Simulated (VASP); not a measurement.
# PbS in VASP: further runs, part 2 of 2

VASP 6.6.1. Earlier steps stand in the parts before.

### 4 Electric field gradients, PBE (volume scaled by 0.975)

Contents of INCAR:

```
PREC = Accurate ; ENCUT = 520
EDIFF = 1E-8 ; ISMEAR = -1
SIGMA = 0.01 ; LREAL = F
LASPH = T ; NELM = 60
ALGO = Normal ; ISIF = 2
LWAVE = F ; LCHARG = F
GGA = PE ; LEFG = T
NBANDS = 17
```

Contents of KPOINTS:

```
Automatic mesh
0
Gamma
  8 8 8
```

Contents of POSCAR:

```
PbS
1.0
    0.0000000000      2.9400828556      2.9400828556
    2.9400828556      0.0000000000      2.9400828556
    2.9400828556      2.9400828556      0.0000000000
Pb S
1 1
Direct
    0.0000000000      0.0000000000      0.0000000000
    0.5000000000      0.5000000000      0.5000000000
```

Potentials or basis: VASP PAW PBE potentials, release 64 (Pb_d, S).

On the command line:

```sh
cat potpaw_PBE.64/Pb_d/POTCAR potpaw_PBE.64/S/POTCAR > POTCAR
mpirun -np 1 vasp_std > vasp.out
```

OUTCAR:

```text
PREC = Accurate
   ENCUT = 520
   EDIFF = 1E-8
   ISMEAR = -1
   LREAL = F
   LASPH = T
   NELM = 60
   ISIF = 2
   GGA = PE

 ion  position               nearest neighbor table
   1  0.000  0.000  0.000-   2 2.94   2 2.94   2 2.94   2 2.94   2 2.94   2 2.94
   2  0.500  0.500  0.500-   1 2.94   1 2.94   1 2.94   1 2.94   1 2.94   1 2.94

  LATTYP: Found a face centered cubic cell.
 ALAT       =     5.8801657112

  Lattice vectors:

 A1 = (   0.0000000000,   2.9400828556,   2.9400828556)
 A2 = (   2.9400828556,   0.0000000000,   2.9400828556)
 A3 = (   2.9400828556,   2.9400828556,   0.0000000000)

Analysis of symmetry for initial positions (statically):
=====================================================================
 Subroutine PRICEL returns:
 Original cell was already a primitive cell.

 Routine SETGRP: Setting up the symmetry group for a
 face centered cubic supercell.

 Subroutine GETGRP returns: Found 48 space group operations
 (whereof 48 operations were pure point group operations)
 out of a pool of 48 trial point group operations.

The static configuration has the point symmetry O_h .

Analysis of symmetry for dynamics (positions and initial velocities):
=====================================================================
 Subroutine PRICEL returns:
 Original cell was already a primitive cell.

 Routine SETGRP: Setting up the symmetry group for a
 face centered cubic supercell.

 Subroutine GETGRP returns: Found 48 space group operations
 (whereof 48 operations were pure point group operations)
 out of a pool of 48 trial point group operations.

The dynamic configuration has the point symmetry O_h .

 Subroutine INISYM returns: Found 48 space group operations
[... 149 lines left out ...]
 Fermi energy:         6.3355123746

 k-point     1 :       0.0000    0.0000    0.0000
  band No.  band energies     occupation
      1     -10.6981      2.00000
      2     -10.6981      2.00000
      3     -10.6981      2.00000
      4     -10.6824      2.00000
      5     -10.6824      2.00000
      6      -7.6669      2.00000
[... 457 lines left out ...]
      4     -10.6664      2.00000
      5     -10.6430      2.00000
      6      -6.1114      2.00000
[... 9 lines left out ...]
     16      17.0809      0.00000
     17      17.3848      0.00000

 [... further k-points ...]
[... 5 lines left out ...]
  --------------------------------------------------------------------------------------
  -------------------------------------------------------------------------------------
  Total        1.2279753      1.2279753      1.2279753      0.0000000      0.0000000     -0.0000000
  in kB       38.7071765     38.7071765     38.7071765      0.0000000      0.0000000     -0.0000000
  external PRESSURE =      38.7071765 kB  Pullay stress =       0.0000000 kB

 VOLUME and BASIS-vectors are now :
 -----------------------------------------------------------------------------
  energy-cutoff  :      520.00
  volume of cell :       50.83
      direct lattice vectors                 reciprocal lattice vectors
     0.000000000  2.940082856  2.940082856    -0.170063234  0.170063234  0.170063234
     2.940082856  0.000000000  2.940082856     0.170063234 -0.170063234  0.170063234
     2.940082856  2.940082856  0.000000000     0.170063234  0.170063234 -0.170063234

 POSITION                                       TOTAL-FORCE (eV/Angst)
 -----------------------------------------------------------------------------------
      0.00000      0.00000      0.00000         0.000000      0.000000      0.000000
      2.94008      2.94008      2.94008        -0.000000     -0.000000     -0.000000
 -----------------------------------------------------------------------------------
    total drift:                                0.000000     -0.000000     -0.000000

  FREE ENERGIE OF THE ION-ELECTRON SYSTEM (eV)
  ---------------------------------------------------
  free  energy   TOTEN  =        -8.7303284975 eV

  energy  without entropy=       -8.7303284893  energy(sigma->0) =       -8.73032849

 Electric field gradients (V/A^2)
---------------------------------------------------------------------
 ion       V_xx      V_yy      V_zz      V_xy      V_xz      V_yz
---------------------------------------------------------------------
   1      -0.000    -0.000     0.000    -0.001    -0.001    -0.001
   2      -0.000    -0.000    -0.000    -0.000    -0.000    -0.000
---------------------------------------------------------------------

 Electric field gradients after diagonalization (V/A^2)
 (convention: |V_zz| > |V_xx| > |V_yy|)
----------------------------------------------------------------------
 ion       V_xx      V_yy      V_zz     asymmetry (V_yy - V_xx)/ V_zz
----------------------------------------------------------------------
   1       0.001     0.001    -0.002       0.000
   2       0.000     0.000    -0.001       0.000
----------------------------------------------------------------------

           NMR quadrupolar parameters

 Cq : quadrupolar parameter    Cq=e*Q*V_zz/h
 eta: asymmetry parameters     (V_yy - V_xx)/ V_zz
 Q  : nuclear electric quadrupole moment in mb (millibarn)
----------------------------------------------------------------------
 ion       Cq(MHz)       eta       Q (mb)
----------------------------------------------------------------------
   1      -0.000       0.000       1.000
   2      -0.000       0.000       1.000
----------------------------------------------------------------------
```

OSZICAR:

```text
N       E                     dE             d eps       ncg     rms          rms(c)
DAV:   1     0.165685755498E+03    0.16569E+03   -0.98631E+03   994   0.125E+03
DAV:   2     0.395649544172E+01   -0.16173E+03   -0.15590E+03  1047   0.323E+02
DAV:   3    -0.884514077408E+01   -0.12802E+02   -0.12704E+02  1261   0.953E+01
DAV:   4    -0.917998555573E+01   -0.33484E+00   -0.33447E+00  1336   0.163E+01
DAV:   5    -0.919175273966E+01   -0.11767E-01   -0.11767E-01  1391   0.300E+00    0.485E+00
DAV:   6    -0.872727599362E+01    0.46448E+00   -0.12923E+00  1554   0.799E+00    0.342E+00
DAV:   7    -0.872710508159E+01    0.17091E-03   -0.14363E-01  1186   0.191E+00    0.190E+00
DAV:   8    -0.873050628351E+01   -0.34012E-02   -0.15055E-02  1179   0.136E+00    0.178E-01
DAV:   9    -0.873016179004E+01    0.34449E-03   -0.27485E-03  1550   0.475E-01    0.884E-02
DAV:  10    -0.873031729233E+01   -0.15550E-03   -0.32850E-04  1115   0.121E-01    0.477E-02
DAV:  11    -0.873032749920E+01   -0.10207E-04   -0.65994E-05  1375   0.895E-02    0.212E-02
DAV:  12    -0.873032833270E+01   -0.83351E-06   -0.42554E-06  1286   0.184E-02    0.145E-03
DAV:  13    -0.873032841830E+01   -0.85597E-07   -0.15179E-07  1310   0.332E-03    0.122E-03
DAV:  14    -0.873032847458E+01   -0.56282E-07   -0.85625E-08  1120   0.159E-03    0.592E-04
DAV:  15    -0.873032848683E+01   -0.12244E-07   -0.14285E-09  1081   0.370E-04    0.192E-04
DAV:  16    -0.873032849890E+01   -0.12074E-07   -0.51822E-10   678   0.223E-04    0.287E-05
DAV:  17    -0.873032849747E+01    0.14350E-08   -0.89887E-11   645   0.110E-04
   1 F= -.87303285E+01 E0= -.87303285E+01  d E =-.812520E-08
```

stdout:

```text
POSCAR found type information on POSCAR PbS
 POSCAR found :  2 types and       2 ions
 scaLAPACK will be used
 LDA part: xc-table for (Slater+PW92), standard interpolation
 POSCAR, INCAR and KPOINTS ok, starting setup
 FFT: planning ... GRIDC
 FFT: planning ... GRID_SOFT
 FFT: planning ... GRID
 WAVECAR not read
 entering main loop
ion   1

ion   2
```

Wall time 55 s (1 thread of Intel Xeon 8259CL, shared host); peak memory 0.18 GiB.

Results:

```
Free energy            : -8.7303 eV
Pressure               : 3.9 GPa
Band gap on the k mesh : 0.26 eV, direct
```

Caveat: the cell differs from its parent crystal (volume scaled by 0.975); without QUAD_EFG the Cq values of the log hold for a quadrupole moment of 1 mb, not for the nuclei; spin-orbit coupling is left out, which moves the levels of the heavy elements. A k mesh can miss the band edges.

### 5 Electric field gradients, PBE

This run uses another cell than the first one, of 26.07 Å³/atom, 0.961 times its volume.

Contents of INCAR:

```
  PREC = Accurate
  ENCUT = 520
  EDIFF = 1E-8
  ISMEAR = -1
  SIGMA = 0.01
  LREAL = F
  LASPH = T
  NELM = 80
  ALGO = Normal
  ISIF = 2
  LWAVE = F
  LCHARG = F
  GGA = PE
  LEFG = T
  NBANDS = 17
```

Contents of KPOINTS:

```
regular mesh
0
Gamma
  8 8 8
```

Contents of POSCAR:

```
PbS
1.0
    0.0000000000      2.9650000000      2.9650000000
    2.9650000000      0.0000000000      2.9650000000
    2.9650000000      2.9650000000      0.0000000000
Pb S
1 1
Direct
    0.0000000000      0.0000000000      0.0000000000
    0.5000000000      0.5000000000      0.5000000000
```

Potentials or basis: VASP PAW PBE potentials, release 64 (Pb_d, S).

On the command line:

```sh
cat potpaw_PBE.64/Pb_d/POTCAR potpaw_PBE.64/S/POTCAR > POTCAR
mpirun -np 1 vasp_std > vasp.out
```

OUTCAR:

```text
PREC = Accurate
   ENCUT = 520
   EDIFF = 1E-8
   ISMEAR = -1
   LREAL = F
   LASPH = T
   NELM = 80
   ISIF = 2
   GGA = PE

 ion  position               nearest neighbor table
   1  0.000  0.000  0.000-   2 2.96   2 2.96   2 2.96   2 2.96   2 2.96   2 2.96
   2  0.500  0.500  0.500-   1 2.96   1 2.96   1 2.96   1 2.96   1 2.96   1 2.96

  LATTYP: Found a face centered cubic cell.
 ALAT       =     5.9300000000

  Lattice vectors:

 A1 = (   0.0000000000,   2.9650000000,   2.9650000000)
 A2 = (   2.9650000000,   0.0000000000,   2.9650000000)
 A3 = (   2.9650000000,   2.9650000000,   0.0000000000)

Analysis of symmetry for initial positions (statically):
=====================================================================
 Subroutine PRICEL returns:
 Original cell was already a primitive cell.

 Routine SETGRP: Setting up the symmetry group for a
 face centered cubic supercell.

 Subroutine GETGRP returns: Found 48 space group operations
 (whereof 48 operations were pure point group operations)
 out of a pool of 48 trial point group operations.

The static configuration has the point symmetry O_h .

Analysis of symmetry for dynamics (positions and initial velocities):
=====================================================================
 Subroutine PRICEL returns:
 Original cell was already a primitive cell.

 Routine SETGRP: Setting up the symmetry group for a
 face centered cubic supercell.

 Subroutine GETGRP returns: Found 48 space group operations
 (whereof 48 operations were pure point group operations)
 out of a pool of 48 trial point group operations.

The dynamic configuration has the point symmetry O_h .

 Subroutine INISYM returns: Found 48 space group operations
[... 149 lines left out ...]
 Fermi energy:         6.0139061610

 k-point     1 :       0.0000    0.0000    0.0000
  band No.  band energies     occupation
      1     -10.9929      2.00000
      2     -10.9929      2.00000
      3     -10.9929      2.00000
      4     -10.9765      2.00000
      5     -10.9765      2.00000
      6      -7.7719      2.00000
[... 457 lines left out ...]
      4     -10.9637      2.00000
      5     -10.9427      2.00000
      6      -6.3018      2.00000
[... 9 lines left out ...]
     16      16.7487      0.00000
     17      17.0127      0.00000

 [... further k-points ...]
[... 5 lines left out ...]
  --------------------------------------------------------------------------------------
  -------------------------------------------------------------------------------------
  Total        0.7179718      0.7179718      0.7179718      0.0000000      0.0000000      0.0000000
  in kB       22.0655041     22.0655041     22.0655041      0.0000000      0.0000000      0.0000000
  external PRESSURE =      22.0655041 kB  Pullay stress =       0.0000000 kB

 VOLUME and BASIS-vectors are now :
 -----------------------------------------------------------------------------
  energy-cutoff  :      520.00
  volume of cell :       52.13
      direct lattice vectors                 reciprocal lattice vectors
     0.000000000  2.965000000  2.965000000    -0.168634064  0.168634064  0.168634064
     2.965000000  0.000000000  2.965000000     0.168634064 -0.168634064  0.168634064
     2.965000000  2.965000000  0.000000000     0.168634064  0.168634064 -0.168634064

 POSITION                                       TOTAL-FORCE (eV/Angst)
 -----------------------------------------------------------------------------------
      0.00000      0.00000      0.00000         0.000000      0.000000      0.000000
      2.96500      2.96500      2.96500         0.000000      0.000000      0.000000
 -----------------------------------------------------------------------------------
    total drift:                                0.000000     -0.000000     -0.000000

  FREE ENERGIE OF THE ION-ELECTRON SYSTEM (eV)
  ---------------------------------------------------
  free  energy   TOTEN  =        -8.7554812427 eV

  energy  without entropy=       -8.7554812427  energy(sigma->0) =       -8.75548124

 Electric field gradients (V/A^2)
---------------------------------------------------------------------
 ion       V_xx      V_yy      V_zz      V_xy      V_xz      V_yz
---------------------------------------------------------------------
   1       0.000    -0.000     0.000    -0.001    -0.001    -0.001
   2       0.000    -0.000     0.000    -0.000    -0.000    -0.000
---------------------------------------------------------------------

 Electric field gradients after diagonalization (V/A^2)
 (convention: |V_zz| > |V_xx| > |V_yy|)
----------------------------------------------------------------------
 ion       V_xx      V_yy      V_zz     asymmetry (V_yy - V_xx)/ V_zz
----------------------------------------------------------------------
   1       0.001     0.001    -0.002       0.000
   2       0.000     0.000    -0.001       0.000
----------------------------------------------------------------------

           NMR quadrupolar parameters

 Cq : quadrupolar parameter    Cq=e*Q*V_zz/h
 eta: asymmetry parameters     (V_yy - V_xx)/ V_zz
 Q  : nuclear electric quadrupole moment in mb (millibarn)
----------------------------------------------------------------------
 ion       Cq(MHz)       eta       Q (mb)
----------------------------------------------------------------------
   1      -0.000       0.000       1.000
   2      -0.000       0.000       1.000
----------------------------------------------------------------------
```

stdout:

```text
POSCAR found type information on POSCAR PbS
 POSCAR found :  2 types and       2 ions
 scaLAPACK will be used
 LDA part: xc-table for (Slater+PW92), standard interpolation
 POSCAR, INCAR and KPOINTS ok, starting setup
 FFT: planning ... GRIDC
 FFT: planning ... GRID_SOFT
 FFT: planning ... GRID
 WAVECAR not read
 entering main loop
ion   1

ion   2
```

It took 50 s on 1 thread of Intel Xeon 8259CL, shared host; peak memory 0.18 GiB.

What came out:

- Free energy: -8.7555 eV
- Pressure: 2.2 GPa
- Band gap on the k mesh: 0.36 eV, direct

Caveat: without QUAD_EFG the Cq values of the log hold for a quadrupole moment of 1 mb, not for the nuclei; spin-orbit coupling is left out, which moves the levels of the heavy elements. A k mesh can miss the band edges.

### 6 Overview

```tsv
cell	gap on the mesh (eV)	pressure (GPa)
a = 4.235, b = 4.235, c = 4.277 Å, angles 59.7, 59.7, 60.7°, 2 atoms	0.49	0.0
a = 4.122 Å, angles 60.0°, 2 atoms	0.16	5.8
a = 4.158 Å, angles 60.0°, 2 atoms	0.26	3.9
a = 4.193 Å, angles 60.0°, 2 atoms	0.36	2.2
```

Alike in all rows: task electric field gradients; level PBE; potentials or basis VASP PAW PBE potentials, release 64 (Pb_d, S); no spin polarisation; k mesh 8 × 8 × 8; cutoff (eV) 520; smearing fermi-dirac 0.01 eV.

Caveats: spin-orbit coupling is left out, which moves the levels of the heavy elements.

Total energies depend on the potentials used, so only differences within one code and one set of settings carry meaning.
